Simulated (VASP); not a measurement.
# Ge (I4/mmm) in VASP: further runs, part 2 of 2

VASP 6.6.1.

**3. Single point, PBE**

This run uses another cell than the first one, of 19.00 Å³/atom, 1.043 times its volume.

The input, INCAR:

```
SYSTEM = Ge
PREC = Accurate ; ENCUT = 520
EDIFF = 1E-7 ; ISMEAR = -1
SIGMA = 0.05 ; LREAL = .False.
LASPH = .True. ; NELM = 60
ALGO = Normal ; ISIF = 2
LWAVE = .False. ; LCHARG = .True.
GGA = PE ; LELF = .True.
LVHAR = .True. ; NBANDS = 13
```

The input, KPOINTS:

```
Automatic mesh
0
Gamma
  12 12 12
  0 0 0
```

The input, POSCAR:

```
Ge
1.0
   -1.5976249096      1.5976249096      1.8606079433
    1.5976249096     -1.5976249096      1.8606079433
    1.5976249096      1.5976249096     -1.8606079433
Ge
1
Direct
    0.5000000000      0.5000000000      0.0000000000
```

Potentials or basis: VASP PAW PBE potentials, release 64 (Ge_d).

Launch:

```bash
cat potpaw_PBE.64/Ge_d/POTCAR > POTCAR
mpirun -np 1 vasp_std > vasp.out
```

OUTCAR:

```text
SYSTEM = Ge
   PREC = Accurate
   ENCUT = 520
   EDIFF = 1E-7
   ISMEAR = -1
   LREAL = .False.
   LASPH = .True.
   NELM = 60
   ISIF = 2
   GGA = PE

 ion  position               nearest neighbor table
   1  0.500  0.500  0.000-

  LATTYP: Found a body centered tetragonal cell.
 ALAT       =     3.1952498192
 C/A-ratio  =     1.1646087465

  Lattice vectors:

 A1 = (  -1.5976249096,   1.5976249096,   1.8606079433)
 A2 = (   1.5976249096,  -1.5976249096,   1.8606079433)
 A3 = (   1.5976249096,   1.5976249096,  -1.8606079433)

Analysis of symmetry for initial positions (statically):
=====================================================================
 Subroutine PRICEL returns:
 Original cell was already a primitive cell.

 Routine SETGRP: Setting up the symmetry group for a
 body centered tetragonal supercell.

 Subroutine GETGRP returns: Found 16 space group operations
 (whereof 16 operations were pure point group operations)
 out of a pool of 16 trial point group operations.

The static configuration has the point symmetry D_4h.

Analysis of symmetry for dynamics (positions and initial velocities):
=====================================================================
 Subroutine PRICEL returns:
 Original cell was already a primitive cell.

 Routine SETGRP: Setting up the symmetry group for a
 body centered tetragonal supercell.

 Subroutine GETGRP returns: Found 16 space group operations
 (whereof 16 operations were pure point group operations)
 out of a pool of 16 trial point group operations.

The dynamic configuration has the point symmetry D_4h.

 Subroutine INISYM returns: Found 16 space group operations
 (whereof 16 operations are pure point group operations),
 and found     1 'primitive' translations

----------------------------------------------------------------------------------------

                                     Primitive cell

  volume of cell :      18.9961

  direct lattice vectors                    reciprocal lattice vectors
[... 103 lines left out ...]
   IMIX   =      4    mixing-type and parameters
     AMIX     =   0.40;   BMIX     =  1.00
     AMIX_MAG =   1.60;   BMIX_MAG =  1.00
  volume/ion in A,a.u.               =      19.00       128.19
  Fermi-wavevector in a.u.,A,eV,Ry     =   1.478754  2.794440 29.752052  2.186714
  Thomas-Fermi vector in A             =   2.592996
   LORBIT       =      0    0 simple, 1 ext, 2 COOP (PROOUT), +10 PAW based schemes
   GGA     = PE    functional components
[... 5 lines left out ...]
 non-spin polarized calculation
  energy-cutoff  :      520.00
  volume of cell :       19.00
 maximum number of plane-waves:       522
 NGX is ok and might be reduce to    24
   NGX = 11   NGY = 11   NGZ = 11

 number of electron      13.9999995 magnetization

 Free energy of the ion-electron system (eV)
  ---------------------------------------------------
  ext. energy  EPLUGINS =         0.00000000
  ---------------------------------------------------
  free energy    TOTEN  =        -4.18197769 eV

  energy without entropy =       -4.17764245  energy(sigma->0) =       -4.17981007

 E-fermi :   6.8240     XC(G=0): -11.2628

 val. band max:        6.8104235297   @ k =   0.3333   0.3333   0.1667
 cond. band min:       6.8380407830   @ k =  -0.3333   0.3333   0.2500
 fundamental gap:      0.0276172533
 Fermi energy:         6.8240264352

 k-point     1 :       0.0000    0.0000    0.0000
  band No.  band energies     occupation
      1     -18.0192      2.00000
      2     -18.0192      2.00000
      3     -17.9997      2.00000
      4     -17.9643      2.00000
      5     -17.9242      2.00000
      6      -6.3907      2.00000
      7      15.5158      0.00000
      8      15.8288      0.00000
      9      15.8288      0.00000
     10      20.7794      0.00000
     11      20.7794      0.00000
     12      22.1623      0.00000
     13      22.3457      0.00000
[... 354 lines left out ...]
  band No.  band energies     occupation
      1     -18.0273      2.00000
      2     -17.9982      2.00000
      3     -17.9570      2.00000
      4     -17.9398      2.00000
      5     -17.9147      2.00000
      6      -2.8321      2.00000
      7       5.2693      2.00000
      8       9.5862      0.00000
      9      12.3742      0.00000
     10      17.4133      0.00000
     11      20.3289      0.00000
     12      23.3195      0.00000
     13      25.0714      0.00000

 [... further k-points ...]
[... 5 lines left out ...]
  --------------------------------------------------------------------------------------
  -------------------------------------------------------------------------------------
  Total        0.2144591      0.2144591      0.2682165      0.0000000     -0.0000000      0.0000000
  in kB       18.0879998     18.0879998     22.6220294      0.0000000     -0.0000000      0.0000000
  external PRESSURE =      19.5993430 kB  Pullay stress =       0.0000000 kB

 VOLUME and BASIS-vectors are now :
 -----------------------------------------------------------------------------
  energy-cutoff  :      520.00
  volume of cell :       19.00
      direct lattice vectors                 reciprocal lattice vectors
    -1.597624910  1.597624910  1.860607943     0.000000000  0.312964574  0.268729370
     1.597624910 -1.597624910  1.860607943     0.312964574  0.000000000  0.268729370
     1.597624910  1.597624910 -1.860607943     0.312964574  0.312964574  0.000000000

 POSITION                                       TOTAL-FORCE (eV/Angst)
 -----------------------------------------------------------------------------------
      0.00000      0.00000      1.86061         0.000000      0.000000      0.000000
 -----------------------------------------------------------------------------------
    total drift:                               -0.000000      0.000000      0.000000

  FREE ENERGIE OF THE ION-ELECTRON SYSTEM (eV)
  ---------------------------------------------------
  free  energy   TOTEN  =        -4.1819776939 eV

  energy  without entropy=       -4.1776424464  energy(sigma->0) =       -4.17981007
```

It took 23 s on 1 thread of Intel Xeon Platinum 8488C (Sapphire Rapids), shared host; peak memory 0.16 GiB.

What came out:

```
Free energy            : -4.1820 eV
Pressure               : 2.0 GPa
Band gap on the k mesh : zero (band 7 reaches 15.52 eV, above the bottom of band 8 at 3.94 eV)
```

Stress tensor (GPa, compression positive):
```
1.81 0.00 0.00
0.00 1.81 0.00
0.00 0.00 2.26
```

**4. Single point, PBEsol**

This run uses another cell than the first one, of 19.38 Å³/atom, 1.064 times its volume.

The input, INCAR:

```
PREC     = Accurate       # precision mode
ENCUT    = 520            # plane-wave cutoff, eV
EDIFF    = 1E-6           # SCF threshold, eV
ISMEAR   = 1              # smearing method
SIGMA    = 0.1            # smearing width, eV
LREAL    = F              # projectors in reciprocal space
LASPH    = T              # aspherical terms in the spheres
NELM     = 100            # most SCF steps
ALGO     = Normal         # electronic algorithm
ISIF     = 2              # what is computed and relaxed
LWAVE    = F              # write WAVECAR
LCHARG   = F              # write CHGCAR
GGA      = PS             # functional
NBANDS   = 13             # bands
```

The input, KPOINTS:

```
Automatic mesh
0
Gamma
  10 10 10
```

The input, POSCAR:

```
Ge
1.0
   -1.6084200000      1.6084200000      1.8731800000
    1.6084200000     -1.6084200000      1.8731800000
    1.6084200000      1.6084200000     -1.8731800000
Ge
1
Direct
    0.5000000000      0.5000000000      0.0000000000
```

Launch:

```bash
cat potpaw_PBE.64/Ge_d/POTCAR > POTCAR
mpirun -np 1 vasp_std > vasp.out
```

It used 12 s of CPU time on 1 thread of Intel Xeon 6975P-C (shared host).

It converged, with:

* Free energy: -4.6501 eV
* Pressure: -3.6 GPa
* Band gap on the k mesh: zero (band 7 reaches 14.95 eV, above the bottom of band 8 at 3.75 eV)

Stress tensor (GPa, compression positive):
```
-3.54  0.00  0.00
 0.00 -3.54  0.00
 0.00  0.00 -3.77
```

Levels at points of the mesh, in eV from the Fermi level:
```
           k point  band 3  band 4  band 5  band 6  band 7  band 8  band 9  band 10  band 11  band 12
(0.00, 0.00, 0.00)  -24.60  -24.57  -24.53  -12.92    8.63    8.93    8.93    13.97    13.97    15.33
(0.50, 0.00, 0.00)  -24.57  -24.53  -24.50   -7.68   -5.28    5.16    7.38    10.37    10.79    15.79
(0.50, 0.50, 0.00)  -24.54  -24.52  -24.49   -6.62   -4.74    3.21    4.69     7.78     7.97    22.56
(0.50, 0.50, 0.50)  -24.52  -24.50  -24.50   -3.50   -2.36    0.81    0.81     4.53     5.33    26.55
```

Caveat: the PAW data sets were made with another functional, which shifts forces and pressure a little.

**5. The runs side by side**

| level | cell | k mesh | smearing | gap on the mesh (eV) | pressure (GPa) |
| --- | --- | --- | --- | --- | --- |
| PBE | a = 2.887 Å, angles 113.8, 113.8, 101.1°, 1 atom | 12 × 12 × 12 | fermi-dirac 0.05 eV | none | 4.8 |
| PBE | a = 2.927 Å, angles 113.8, 113.8, 101.1°, 1 atom | 12 × 12 × 12 | fermi-dirac 0.05 eV | none | 2.0 |
| PBEsol | a = 2.947 Å, angles 113.8, 113.8, 101.1°, 1 atom | 10 × 10 × 10 | methfessel-paxton 0.1 eV | none | -3.6 |

Alike in all rows: task single point; potentials or basis VASP PAW PBE potentials, release 64 (Ge_d); no spin polarisation; cutoff (eV) 520.

Caveats: the PAW data sets were made with another functional, which shifts forces and pressure a little (some runs).

Absolute energies hang on the potentials; compare differences alone.
